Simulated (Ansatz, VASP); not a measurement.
# TiSi5O12 in VASP and in Ansatz

File INCAR:

```
SYSTEM = TiSi5O12
PREC = Accurate
ENCUT = 520
EDIFF = 1E-6
ISMEAR = 0
SIGMA = 0.02
LREAL = Auto
LASPH = .TRUE.
NELM = 60
ALGO = Normal
ISIF = 2
LWAVE = .FALSE.
LCHARG = .FALSE.
GGA = PE
NBANDS = 67
```

File KPOINTS:

```
Automatic mesh
0
G
  5 5 4
  0 0 0
```

POSCAR

```
TiSi5O12
1.0
   -0.0193500000     -4.3029270000      2.7425840000
   -4.3030230000     -0.0193610000      2.7425680000
   -4.3290680000     -4.3289510000     -2.7528520000
O Si Ti
12 5 1
Direct
    0.2286032570      0.2286479607      0.4591940919
    0.5615059093      0.5616100283      0.1161351273
    0.8964060534      0.8964715319      0.8007858596
    0.1027422495      0.1028508183      0.2059168871
    0.4349609753      0.4350621706      0.8643448626
    0.7698106219      0.7699305625      0.5490045925
    0.6457676385      0.0467159191      0.1535772994
    0.9743637347      0.3570426628      0.8325617746
    0.2846958800      0.6856252667      0.5115263008
    0.0465914065      0.6458704906      0.1536302310
    0.3569740885      0.9744676143      0.8325697876
    0.6855678281      0.2848396095      0.5115340690
    0.3286753594      0.3287487370      0.6698989329
    0.0026857637      0.0027665484      0.9952873783
    0.3332764433      0.3334435683      0.1577336409
    0.6656875490      0.6657602343      0.8325698742
    0.9979865702      0.9981591870      0.5073975919
    0.6655833418      0.6658376131      0.3325865197
```

Input for Ansatz:

```yaml
crystal:
  lattice:
    - [-0.01935, -4.302927, 2.742584]
    - [-4.303023, -0.019361, 2.742568]
    - [-4.329068, -4.328951, -2.752852]
  atoms:
    - { symbol: O, position: [0.228603257, 0.2286479607, 0.4591940919] }
    - { symbol: O, position: [0.5615059093, 0.5616100283, 0.1161351273] }
    - { symbol: O, position: [0.8964060534, 0.8964715319, 0.8007858596] }
    - { symbol: O, position: [0.1027422495, 0.1028508183, 0.2059168871] }
    - { symbol: O, position: [0.4349609753, 0.4350621706, 0.8643448626] }
    - { symbol: O, position: [0.7698106219, 0.7699305625, 0.5490045925] }
    - { symbol: O, position: [0.6457676385, 0.0467159191, 0.1535772994] }
    - { symbol: O, position: [0.9743637347, 0.3570426628, 0.8325617746] }
    - { symbol: O, position: [0.28469588, 0.6856252667, 0.5115263008] }
    - { symbol: O, position: [0.0465914065, 0.6458704906, 0.153630231] }
    - { symbol: O, position: [0.3569740885, 0.9744676143, 0.8325697876] }
    - { symbol: O, position: [0.6855678281, 0.2848396095, 0.511534069] }
    - { symbol: Si, position: [0.3286753594, 0.328748737, 0.6698989329] }
    - { symbol: Si, position: [0.0026857637, 0.0027665484, 0.9952873783] }
    - { symbol: Si, position: [0.3332764433, 0.3334435683, 0.1577336409] }
    - { symbol: Si, position: [0.665687549, 0.6657602343, 0.8325698742] }
    - { symbol: Si, position: [0.9979865702, 0.998159187, 0.5073975919] }
    - { symbol: Ti, position: [0.6655833418, 0.6658376131, 0.3325865197] }
basis:
  ecutwfc: 420
kpoints:
  mp_grid: { grid: [5, 5, 4] }
hamiltonian:
  xc: pbe
scf:
  occupations: { method: gaussian, width: 0.02 }
  n_extra_bands: 9
output:
  forces: true
  stress: true
  eigenvalues: true
  populations: true
  dos:
    method: { smearing: { sigma: 0.1, scheme: gaussian } }
    projected: true
    de: 0.02
```

Alike in both runs: task single point; functional PBE; k mesh 5 × 5 × 4; occupations gaussian, width 0.02 eV; no spin polarisation.

|  | VASP | Ansatz |
| --- | --- | --- |
| version | VASP 6.6.1 | Ansatz 0.2.0 |
| potentials or method | VASP PAW PBE potentials, release 64 (O, Si, Ti_sv), cutoff 520 eV | scalar-relativistic, plane waves, PAW |
| valence electrons in the cell | 104 | 104 |

VASP gave:

| Quantity | Value |
| --- | --- |
| gap on the k mesh at the Fermi level (eV) | 1.88 |
| least direct gap on the mesh (eV) | 1.88 |
| pressure (GPa) | 0.2 |
| traceless stress, the component that is largest in VASP (GPa) | 0.37 |
| rms of the force components (eV/Å) | 0.018 |

Estimate Ansatz's values.

gap on the k mesh at the Fermi level (eV): 1.91; least direct gap on the mesh (eV): 1.91; pressure (GPa): -0.1; traceless stress, the component that is largest in VASP (GPa): 0.01; rms of the force components (eV/Å): 0.013.

Atom by atom the forces differ by 0.013 eV/Å (rms over components).
